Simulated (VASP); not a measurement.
# TaCS in VASP: notebook, part 2 of 2

VASP 6.6.1. Earlier steps stand in the parts before.

## Step 4: Single point, PBE

This run uses another cell than the first one.

INCAR

```
ALGO = Normal
DIPOL = 0.5 0.5 0.284
EDIFF = 1E-6
ENCUT = 520
GGA = PE
IDIPOL = 3
ISIF = 2
ISMEAR = 0
LASPH = True
LCHARG = True
LDIPOL = True
LELF = True
LREAL = False
LVACPOTAV = True
LVHAR = True
LWAVE = False
NBANDS = 18
NELM = 100
PREC = Accurate
SIGMA = 0.1
```

KPOINTS

```
k-points
0
Gamma
  6 6 1
```

POSCAR

```
TaCS
1.0
    3.3128487077      0.0000000000      0.0000000000
   -1.6564243539      2.8690111398      0.0000000000
    0.0000000000      0.0000000000     29.7639168800
Ta C S
1 1 1
Direct
    0.0000000000      0.0000000000      0.2732398557
    0.3333333333      0.6666666667      0.2468064823
    0.6666666667      0.3333333333      0.3328023842
```

Command:

```
$ cat potpaw_PBE.64/Ta_pv/POTCAR potpaw_PBE.64/C/POTCAR potpaw_PBE.64/S/POTCAR > POTCAR
$ mpirun -np 1 vasp_std > vasp.out
```

It took 1.8 min on 1 thread of Intel Xeon 8259CL, shared host; peak memory 0.44 GiB.

Results (log left out):

- Free energy: -24.4489 eV
- Largest force: 0.047 eV/Å
- Band gap on the k mesh: zero (an odd number of electrons rules out a gap without spin polarisation)

Forces on the atoms (eV/Å):
```
Ta   0.000  0.000  0.044
C    0.000  0.000 -0.047
S    0.000  0.000  0.003
```

Levels at points of the mesh, in eV from the Fermi level:
```tsv
k point	band 6	band 7	band 8	band 9	band 10	band 11	band 12	band 13	band 14	band 15
(0.00, 0.00, 0.00)	-3.14	-2.93	-2.93	-1.12	0.83	0.83	2.49	2.49	4.39	5.94
(0.50, 0.00, 0.00)	-4.80	-3.09	-1.91	-1.69	-0.38	-0.09	3.31	4.08	4.20	5.75
```

Caveat: the k points lie up to 0.37 Å⁻¹ apart, too coarse for converged energies and pressures of a metal; spin-orbit coupling is left out, which moves the levels of the heavy elements.

## Step 5: Single point, PBE, collinear spin

INCAR

```
SYSTEM = TaCS
PREC = Accurate
ENCUT = 520
EDIFF = 1E-6
ISMEAR = 0
SIGMA = 0.1
LREAL = .False.
LASPH = .True.
NELM = 150
ALGO = Normal
ISIF = 2
LWAVE = .False.
LCHARG = .False.
ISPIN = 2
MAGMOM = 1 0 0
LORBIT = 11
LMAXMIX = 4
LDIPOL = .True.
IDIPOL = 3
DIPOL = 0.5 0.5 0.498
GGA = PE
NBANDS = 22
```

KPOINTS

```
regular mesh
0
Gamma
  6 6 1
  0 0 0
```

POSCAR

```
TaCS
1.0
    3.4851747800      0.0000000000      0.0000000000
   -1.7425873900      3.0182500700      0.0000000000
    0.0000000000      0.0000000000     17.0000000000
Ta C S
1 1 1
Direct
    0.0000000000      0.0000000000      0.4931834400
    0.3333333300      0.6666666700      0.4122953400
    0.6666666700      0.3333333300      0.5877046600
```

Command:

```
$ cat potpaw_PBE.64/Ta_pv/POTCAR potpaw_PBE.64/C/POTCAR potpaw_PBE.64/S/POTCAR > POTCAR
$ mpirun -np 1 vasp_std > vasp.out
```

It took 2.2 min on 1 thread of Intel Xeon 8259CL, shared host; peak memory 0.39 GiB.

Results (log left out):

| Quantity | Value |
| --- | --- |
| Free energy | -22.7738 eV |
| Largest force | 3.927 eV/Å |
| Net moment | 0.89 μB per cell |
| Site moments | Ta +0.04; C +0.34; S +0.10 μB |
| Valence electrons inside the program's atomic spheres | Ta 8.49; C 2.11; S 3.68 |

Forces on the atoms (eV/Å):
```
Ta   0.000  0.000 -2.784
C    0.000  0.000  3.927
S    0.000  0.000 -1.143
```

Levels at points of the mesh, in eV from the Fermi level:
Spin up:
```
           k point  band 8  band 9  band 10  band 11  band 12  band 13  band 14  band 15
(0.00, 0.00, 0.00)   -2.61   -0.80     0.33     0.33     1.15     1.15     1.99     4.85
(0.50, 0.00, 0.00)   -2.68   -1.85    -1.09    -0.31     0.89     2.80     3.18     5.13
```
Spin down:
| k point | band 7 | band 8 | band 9 | band 10 | band 11 | band 12 | band 13 | band 14 |
| --- | --- | --- | --- | --- | --- | --- | --- | --- |
| (0.00, 0.00, 0.00) | -2.42 | -2.42 | -0.44 | 0.71 | 0.71 | 1.35 | 1.35 | 2.23 |
| (0.50, 0.00, 0.00) | -3.22 | -2.54 | -1.38 | -0.76 | 0.29 | 1.36 | 2.86 | 3.24 |

Caveat: spin-orbit coupling is left out, which moves the levels of the heavy elements.

## Step 6: Single point, PBE, collinear spin

This run uses another cell than the first one.

INCAR

```
  ALGO = Normal
  DIPOL = 0.5 0.5 0.284
  EDIFF = 1E-6
  ENCUT = 520
  GGA = PE
  IDIPOL = 3
  ISIF = 2
  ISMEAR = 0
  ISPIN = 2
  LASPH = T
  LCHARG = F
  LDIPOL = T
  LMAXMIX = 4
  LORBIT = 11
  LREAL = F
  LWAVE = F
  MAGMOM = 1 0 0
  NBANDS = 22
  NELM = 150
  PREC = Accurate
  SIGMA = 0.1
```

KPOINTS

```
k-points
0
Gamma
  6 6 1
```

POSCAR

```
TaCS
1.0
    3.3128487077      0.0000000000      0.0000000000
   -1.6564243539      2.8690111398      0.0000000000
    0.0000000000      0.0000000000     29.7639168800
Ta C S
1 1 1
Direct
    0.0000000000      0.0000000000      0.2732398557
    0.3333333333      0.6666666667      0.2468064823
    0.6666666667      0.3333333333      0.3328023842
```

Potentials or basis: VASP PAW PBE potentials, release 64 (Ta_pv, C, S).

Command:

```
$ cat potpaw_PBE.64/Ta_pv/POTCAR potpaw_PBE.64/C/POTCAR potpaw_PBE.64/S/POTCAR > POTCAR
$ mpirun -np 1 vasp_std > vasp.out
```

Wall time 5.3 min (1 thread of Intel Xeon 8259CL, shared host); peak memory 0.61 GiB.

Results (log left out):

```yaml
Free_energy: -24.4666 eV
Largest_force: 0.255 eV/Å
Net_moment: 0.69 μB per cell
Site_moments: Ta +0.05; C +0.21; S +0.14 μB
Valence_electrons_inside_the_program's_atomic_spheres: Ta 8.88; C 2.41; S 3.65
```

Forces in eV/Å, atoms in the order of the input:
```
Ta   0.000  0.000  0.255
C    0.000  0.000 -0.159
S    0.000  0.000 -0.097
```

Levels at points of the mesh, in eV from the Fermi level:
Spin up:
| k point | band 9 | band 10 | band 11 | band 12 | band 13 | band 14 |
| --- | --- | --- | --- | --- | --- | --- |
| (0.00, 0.00, 0.00) | -1.25 | 0.73 | 0.73 | 2.45 | 2.45 | 4.30 |
| (0.50, 0.00, 0.00) | -1.78 | -0.60 | -0.21 | 3.18 | 4.06 | 4.10 |
Spin down:
| k point | band 8 | band 9 | band 10 | band 11 | band 12 | band 13 |
| --- | --- | --- | --- | --- | --- | --- |
| (0.00, 0.00, 0.00) | -2.83 | -0.96 | 0.97 | 0.97 | 2.54 | 2.54 |
| (0.50, 0.00, 0.00) | -1.80 | -1.60 | -0.10 | 0.07 | 3.45 | 4.11 |

Caveat: the k points lie up to 0.37 Å⁻¹ apart; spin-orbit coupling is left out, which moves the levels of the heavy elements.

## Step 7: The runs side by side

| spin | cell | gap on the mesh (eV) | moment (μB) | largest force (eV/Å) |
| --- | --- | --- | --- | --- |
| off | a = 3.485, b = 3.485, c = 17.000 Å, angles 90.0, 90.0, 120.0°, 3 atoms, atomic positions A | none | - | 3.96 |
| off | a = 3.313, b = 3.313, c = 29.764 Å, angles 90.0, 90.0, 120.0°, 3 atoms, atomic positions B | none | - | 0.05 |
| collinear | a = 3.485, b = 3.485, c = 17.000 Å, angles 90.0, 90.0, 120.0°, 3 atoms, atomic positions A | none | 0.89 | 3.93 |
| collinear | a = 3.313, b = 3.313, c = 29.764 Å, angles 90.0, 90.0, 120.0°, 3 atoms, atomic positions B | none | 0.69 | 0.26 |

Alike in all rows: task single point; level PBE; potentials or basis VASP PAW PBE potentials, release 64 (Ta_pv, C, S); k mesh 6 × 6 × 1; cutoff (eV) 520; smearing gaussian 0.1 eV.

Caveats: some runs use coarse meshes; spin-orbit coupling is left out, which moves the levels of the heavy elements.

Absolute energies hang on the potentials; compare differences alone.
